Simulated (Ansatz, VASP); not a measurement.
# Bi: VASP beside Ansatz

```
Bi
1.0
     0.00000    2.29194    2.29194
     2.29194    0.00000    2.29194
     2.29194    2.29194    0.00000
Bi
1
Cartesian
  0.0000 0.0000 0.0000
```

Change from the starting cell: volume scaled by 0.796, to set the pressure.

Alike in both runs: task single point; functional PBEsol; k mesh 14 × 14 × 14; occupations fermi-dirac, width 0.05 eV; no spin polarisation.

|  | VASP | Ansatz |
| --- | --- | --- |
| version | VASP 6.6.1 | Ansatz 0.2.0 |
| potentials or method | VASP PAW PBE potentials, release 64 (Bi_d) | PAW with Ansatz's default frozen-core files, scalar-relativistic |
| plane-wave cutoff (eV) | 500 | 420 |
| valence electrons in the cell | 15 | 15 |

```tsv
	VASP	Ansatz	Ansatz less VASP
pressure (GPa)	22.2	22.3	+0.05
```

VASP's potentials were made for PBE, not for PBEsol. With one functional, cell and mesh, what is left measures potentials, basis and numerics.

Neither program's run includes spin-orbit coupling.
